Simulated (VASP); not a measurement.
# BiTe in VASP: a series of runs

The runs below take BiTe through single point, with LDA.

All numbers are computed with VASP 6.6.1; they aren't measurements. Logs are shortened: lines on timing, memory, paths and dates and some standing lists are left out, and cuts for length are marked.

**1. The cell of the first run**

It takes space group Fm-3m (No. 225, cubic). The conventional cell has a = 6.597 Å, b = 6.597 Å, c = 6.597 Å, α = 90.00°, β = 90.00°, γ = 90.00°. Bi (site symmetry m-3m) has 6 Te at 3.30 Å within 4.3 Å. Te (site symmetry m-3m) has 6 Bi at 3.30 Å within 4.3 Å.

**2. Single point, LDA (35.89 Å³/atom)**

INCAR reads:

```
PREC = Accurate
ENCUT = 520
EDIFF = 1E-6
ISMEAR = -1
SIGMA = 0.08
LREAL = False
LASPH = True
NELM = 100
ALGO = Normal
ISIF = 2
LWAVE = False
LCHARG = False
NBANDS = 18
```

KPOINTS reads:

```
regular mesh
0
Gamma
  10 10 10
```

POSCAR reads:

```
BiTe
1.0
    0.0000000000      3.2984474805      3.2984474805
    3.2984474805      0.0000000000      3.2984474805
    3.2984474805      3.2984474805      0.0000000000
Bi Te
1 1
Direct
    0.0000000000      0.0000000000      0.0000000000
    0.5000000000      0.5000000000      0.5000000000
```

Potentials or basis: VASP PAW LDA potentials, release 64 (Bi_d, Te).

Started as:

```
> cat potpaw_LDA.64/Bi_d/POTCAR potpaw_LDA.64/Te/POTCAR > POTCAR
> mpirun -np 1 vasp_std > vasp.out
```

OUTCAR:

```text
PREC = Accurate
   ENCUT = 520
   EDIFF = 1E-6
   ISMEAR = -1
   LREAL = False
   LASPH = True
   NELM = 100
   ISIF = 2

 ion  position               nearest neighbor table
   1  0.000  0.000  0.000-   2 3.30   2 3.30   2 3.30   2 3.30   2 3.30   2 3.30
   2  0.500  0.500  0.500-   1 3.30   1 3.30   1 3.30   1 3.30   1 3.30   1 3.30

  LATTYP: Found a face centered cubic cell.
 ALAT       =     6.5968949610

  Lattice vectors:

 A1 = (   0.0000000000,   3.2984474805,   3.2984474805)
 A2 = (   3.2984474805,   0.0000000000,   3.2984474805)
 A3 = (   3.2984474805,   3.2984474805,   0.0000000000)

Analysis of symmetry for initial positions (statically):
=====================================================================
 Subroutine PRICEL returns:
 Original cell was already a primitive cell.

 Routine SETGRP: Setting up the symmetry group for a
 face centered cubic supercell.

 Subroutine GETGRP returns: Found 48 space group operations
 (whereof 48 operations were pure point group operations)
 out of a pool of 48 trial point group operations.

The static configuration has the point symmetry O_h .

Analysis of symmetry for dynamics (positions and initial velocities):
=====================================================================
 Subroutine PRICEL returns:
 Original cell was already a primitive cell.

 Routine SETGRP: Setting up the symmetry group for a
 face centered cubic supercell.

 Subroutine GETGRP returns: Found 48 space group operations
 (whereof 48 operations were pure point group operations)
 out of a pool of 48 trial point group operations.

The dynamic configuration has the point symmetry O_h .

 Subroutine INISYM returns: Found 48 space group operations
 (whereof 48 operations are pure point group operations),
 and found     1 'primitive' translations

----------------------------------------------------------------------------------------

                                     Primitive cell

  volume of cell :      71.7726

  direct lattice vectors                    reciprocal lattice vectors
     0.000000000  3.298447481  3.298447481    -0.151586467  0.151586467  0.151586467
     3.298447481  0.000000000  3.298447481     0.151586467 -0.151586467  0.151586467
     3.298447481  3.298447481  0.000000000     0.151586467  0.151586467 -0.151586467

  length of vectors
     4.664709162  4.664709162  4.664709162     0.262555463  0.262555463  0.262555463

[... 71 lines left out ...]
   PREC   = accura    normal or accurate (medium, high low for compatibility)
   ISTART =      0    job   : 0-new  1-cont  2-samecut
   ICHARG =      2    charge: 1-file 2-atom 10-const
   ISPIN  =      1    spin polarized calculation?
   LNONCOLLINEAR =      F non collinear calculations
   LSORBIT =      F    spin-orbit coupling
   LASPH  =      T    aspherical Exc in radial PAW
   ENCUT  =  520.0 eV  38.22 Ry    6.18 a.u.   8.67  8.67  8.67*2*pi/ulx,y,z
   NELM   =    100;   NELMIN=  2; NELMDL= -5     # of ELM steps
   EDIFF  = 0.1E-05   stopping-criterion for ELM
   LREAL  =      F    real-space projection
   EDIFFG = 0.1E-04   stopping-criterion for IOM
   NSW    =      0    number of steps for IOM
   IBRION =     -1    ionic relax: 0-MD 1-quasi-New 2-CG
   NFREE  =      0    steps in history (QN), initial steepest desc. (CG)
   ISIF   =      2    stress and relaxation
   ISYM   =      2    0-nonsym 1-usesym 2-fastsym
   POTIM  = 0.5000    time-step for ionic-motion
   TEBEG  =    0.0;   TEEND  =   0.0 temperature during run
   PSTRESS=    0.0 pullay stress
   NELECT =      21.0000    total number of electrons
   NUPDOWN=      -1.0000    fix difference up-down
   EMIN   =  10.00;   EMAX   =-10.00  energy-range for DOS
   EFERMI =   0.00;   METHOD = LEGACY
   ISMEAR =    -1;   SIGMA  =   0.08  broadening in eV -4-tet -1-fermi 0-gaus
   EFERMI_NEDOS =   21; number of points for ismear=-14 and -15
   IALGO  =     38    algorithm
   IMIX   =      4    mixing-type and parameters
     AMIX     =   0.40;   BMIX     =  1.00
     AMIX_MAG =   1.60;   BMIX_MAG =  1.00
  volume/ion in A,a.u.               =      35.89       242.17
  Fermi-wavevector in a.u.,A,eV,Ry     =   1.086830  2.053811 16.071200  1.181200
  Thomas-Fermi vector in A             =   2.222976
   LORBIT       =      0    0 simple, 1 ext, 2 COOP (PROOUT), +10 PAW based schemes
   GGA     = CA    functional components
   LHFCALC =     F    Hartree Fock is set to
   AEXX    =    0.0000 exact exchange contribution
   IVDW    =     0    specifies the selected vdW correction
   LEPSILON=     F    determine dielectric tensor
   LRPA    =     F    only Hartree local field effects (RPA)
 non-spin polarized calculation
  energy-cutoff  :      520.00
  volume of cell :       71.77
 maximum number of plane-waves:      1964
   NGX = 17   NGY = 17   NGZ = 17

 number of electron      20.9999998 magnetization

 Free energy of the ion-electron system (eV)
  ---------------------------------------------------
  ext. energy  EPLUGINS =         0.00000000
  ---------------------------------------------------
  free energy    TOTEN  =        -8.40446589 eV

  energy without entropy =       -8.37253955  energy(sigma->0) =       -8.38850272

 E-fermi :   5.7234     XC(G=0):  -9.4247

 val. band max:        5.7066677994   @ k =  -0.2000   0.1000   0.0000
 cond. band min:       5.7648662021   @ k =   0.5000   0.1000   0.0000
 fundamental gap:      0.0581984027
 Fermi energy:         5.7233691085

 k-point     1 :       0.0000    0.0000    0.0000
  band No.  band energies     occupation
      1     -17.3129      2.00000
      2     -17.3129      2.00000
      3     -17.3088      2.00000
      4     -17.3088      2.00000
      5     -17.3088      2.00000
      6      -7.4024      2.00000
[... 481 lines left out ...]
      5     -17.3025      2.00000
      6      -6.2142      2.00000
[... 10 lines left out ...]
     17      14.5843      0.00000
     18      14.6711      0.00000

 [... further k-points ...]
[... 5 lines left out ...]
  --------------------------------------------------------------------------------------
  -------------------------------------------------------------------------------------
  Total       -2.2362271     -2.2362271     -2.2362271     -0.0000000      0.0000000      0.0000000
  in kB      -49.9192171    -49.9192171    -49.9192171     -0.0000000      0.0000000      0.0000000
  external PRESSURE =     -49.9192171 kB  Pullay stress =       0.0000000 kB

 VOLUME and BASIS-vectors are now :
 -----------------------------------------------------------------------------
  energy-cutoff  :      520.00
  volume of cell :       71.77
      direct lattice vectors                 reciprocal lattice vectors
     0.000000000  3.298447481  3.298447481    -0.151586467  0.151586467  0.151586467
     3.298447481  0.000000000  3.298447481     0.151586467 -0.151586467  0.151586467
     3.298447481  3.298447481  0.000000000     0.151586467  0.151586467 -0.151586467

 POSITION                                       TOTAL-FORCE (eV/Angst)
 -----------------------------------------------------------------------------------
      0.00000      0.00000      0.00000         0.000000      0.000000     -0.000000
      3.29845      3.29845      3.29845         0.000000      0.000000      0.000000
 -----------------------------------------------------------------------------------
    total drift:                               -0.000000      0.000000      0.000000

  FREE ENERGIE OF THE ION-ELECTRON SYSTEM (eV)
  ---------------------------------------------------
  free  energy   TOTEN  =        -8.4044658885 eV

  energy  without entropy=       -8.3725395495  energy(sigma->0) =       -8.38850272
```

stdout:

```text
POSCAR found type information on POSCAR BiTe
 POSCAR found :  2 types and       2 ions
 scaLAPACK will be used
 LDA part: xc-table for (Slater(with rela. corr.)+CA(PZ))
 , standard interpolation
 POSCAR, INCAR and KPOINTS ok, starting setup
 FFT: planning ... GRIDC
 FFT: planning ... GRID_SOFT
 FFT: planning ... GRID
 WAVECAR not read
 entering main loop
```

Wall time 69 s (1 thread of Intel Xeon 8259CL, shared host); peak memory 0.21 GiB.

Results:

```
Free energy            : -8.4045 eV
Pressure               : -5.0 GPa
Band gap on the k mesh : zero (an odd number of electrons rules out a gap without spin polarisation)
```

Levels at points of the mesh, in eV from the Fermi level:
| k point | band 6 | band 7 | band 8 | band 9 | band 10 | band 11 | band 12 | band 13 | band 14 | band 15 |
| --- | --- | --- | --- | --- | --- | --- | --- | --- | --- | --- |
| (0.00, 0.00, 0.00) | -13.13 | -8.36 | -2.35 | -2.35 | -2.35 | 2.01 | 2.01 | 2.01 | 4.79 | 4.79 |
| (0.50, 0.00, 0.00) | -11.34 | -11.06 | -1.75 | -1.75 | -1.57 | -0.82 | -0.54 | -0.54 | 7.16 | 7.59 |
| (0.50, 0.50, 0.00) | -11.55 | -9.95 | -5.24 | -3.71 | -3.71 | 2.46 | 3.30 | 3.30 | 4.51 | 8.56 |

Caveat: the cell stands under tension; spin-orbit coupling is left out, which moves the levels of the heavy elements.

**3. Single point, LDA (equal xx and yy strain of -2 %)**

INCAR reads:

```
SYSTEM = BiTe
ALGO = Normal
EDIFF = 1E-6
ENCUT = 520
GGA = CA
ISIF = 2
ISMEAR = -1
LASPH = .True.
LCHARG = .True.
LELF = .True.
LREAL = .False.
LVHAR = .True.
LWAVE = .False.
NBANDS = 18
NELM = 80
PREC = Accurate
SIGMA = 0.08
```

KPOINTS reads:

```
k-points
0
Gamma
  10 10 10
  0 0 0
```

POSCAR reads:

```
BiTe
1.0
    0.0000000000      3.1703000000      3.2350000000
    3.1703000000      0.0000000000      3.2350000000
    3.1703000000      3.1703000000      0.0000000000
Bi Te
1 1
Direct
    0.0000000000      0.0000000000      0.0000000000
    0.5000000000      0.5000000000      0.5000000000
```

Potentials or basis: VASP PAW LDA potentials, release 64 (Bi_d, Te).

Started as:

```
> cat potpaw_LDA.64/Bi_d/POTCAR potpaw_LDA.64/Te/POTCAR > POTCAR
> mpirun -np 1 vasp_std > vasp.out
```

It took 2.1 min on 1 thread of Intel Xeon 8259CL, shared host; peak memory 0.26 GiB.

Results (log left out):

| Item | Value |
| --- | --- |
| Free energy | -8.5274 eV |
| Pressure | -0.7 GPa |
| Band gap on the k mesh | zero (an odd number of electrons rules out a gap without spin polarisation) |

Stress tensor (GPa, compression positive):
```
-0.20  0.00  0.00
 0.00 -0.20  0.00
 0.00  0.00 -1.81
```

Levels at points of the mesh, in eV from the Fermi level:
| k point | band 8 | band 9 | band 10 | band 11 | band 12 | band 13 |
| --- | --- | --- | --- | --- | --- | --- |
| (0.00, 0.00, 0.00) | -2.72 | -2.72 | -2.44 | 1.90 | 2.38 | 2.38 |
| (0.50, 0.00, 0.00) | -1.98 | -1.94 | -1.55 | -0.89 | -0.69 | -0.66 |
| (0.50, 0.50, 0.00) | -5.86 | -4.16 | -4.16 | 2.13 | 3.80 | 3.80 |
| (0.50, 0.00, 0.50) | -5.94 | -4.32 | -4.05 | 2.09 | 3.48 | 3.98 |

Caveat: the cell differs from its parent crystal (equal xx and yy strain of -2 %); spin-orbit coupling is left out, which moves the levels of the heavy elements.
